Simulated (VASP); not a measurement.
Here is a VASP 6.6.1 calculation.

The input INCAR:

```
PREC = Accurate
ENCUT = 520
EDIFF = 1E-7
ISMEAR = 0
SIGMA = 0.05
LREAL = F
LASPH = T
NELM = 150
ALGO = Normal
ISIF = 2
LWAVE = F
LCHARG = F
LMAXMIX = 4
LDAU = T
LDAUTYPE = 2
LDAUL = -1 2 -1
LDAUU = 0 4 0
LDAUJ = 0 0 0
LDAUPRINT = 1
GGA = PE
NBANDS = 28
```

The input KPOINTS:

```
Automatic mesh
0
Gamma
  6 6 6
```

POSCAR

```
BaTiO3
1.0
    2.8603720851      1.6514365933      2.3460535783
   -2.8603720851      1.6514365933      2.3460535783
    0.0000000000     -3.3028731867      2.3460535783
Ba Ti O
1 1 3
Direct
    0.0026800181      0.0026800181      0.0026800181
    0.5857006929      0.5857006929      0.4948706843
    0.4903227049      0.4903227049      0.9825753212
    0.4903227049      0.9825753212      0.4903227049
    0.9825753212      0.4903227049      0.4903227049
```

Potentials or basis: VASP PAW PBE potentials, release 64 (Ba_sv, Ti_sv, O).

Launch:

```console
$ cat potpaw_PBE.64/Ba_sv/POTCAR potpaw_PBE.64/Ti_sv/POTCAR potpaw_PBE.64/O/POTCAR > POTCAR
$ mpirun -np 1 vasp_std > vasp.out
```

Question: Predict the band gap on the k mesh.

Answer: 3.62 eV (least direct gap 4.17 eV).

Question: Predict the largest force.

Answer: 10.407 eV/Å.

Forces on the atoms (eV/Å):
```
Ba   0.000  1.205  1.125
Ti   0.000 -6.142 -8.401
O    0.000  0.234  0.927
O   -4.388  2.351  3.175
O    4.388  2.351  3.175
```

Caveat: the cell differs from its parent crystal (atom 2 (Ti) moved by (+0.300, +0.300) A along y and z); spin-orbit coupling is left out, which moves the levels of the heavy elements; forces of over 1 eV/Å act on the atoms, so gaps and moduli don't describe the material at rest. A k mesh can miss the band edges.
